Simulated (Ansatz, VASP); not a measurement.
# SiO2: VASP beside Ansatz

```
Si O
1.0
    -2.51337    2.51337    3.68939
     2.51337   -2.51337    3.68939
     2.51337    2.51337   -3.68939
Si O
2 4
Direct
  0.00000 0.00000 0.00000
  0.75000 0.25000 0.50000
  0.96701 0.62500 0.84201
  0.37500 0.21701 0.34201
  0.78299 0.12500 0.15799
  0.87500 0.03299 0.65799
```

Alike in both runs: task relaxation of cell and atoms; functional PBE; k mesh 6 × 6 × 6; occupations gaussian, width 0.02 eV; no spin polarisation.

|  | VASP | Ansatz |
| --- | --- | --- |
| version | VASP 6.6.1 | Ansatz 0.2.0 |
| potentials or method | VASP PAW PBE potentials, release 64 (Si, O), cutoff 600 eV | scalar-relativistic, plane waves, PAW |
| valence electrons in the cell | 32 | 32 |

```csv
,VASP,Ansatz,Ansatz less VASP
"gap on the k mesh at the Fermi level, each at its own relaxed structure (eV)",5.74,5.73,-0.005
relaxed volume (Å³/atom),15.53,15.54,+0.012
relaxed cell length with the largest relative difference (Å),5.122,5.123,+0.0013
```
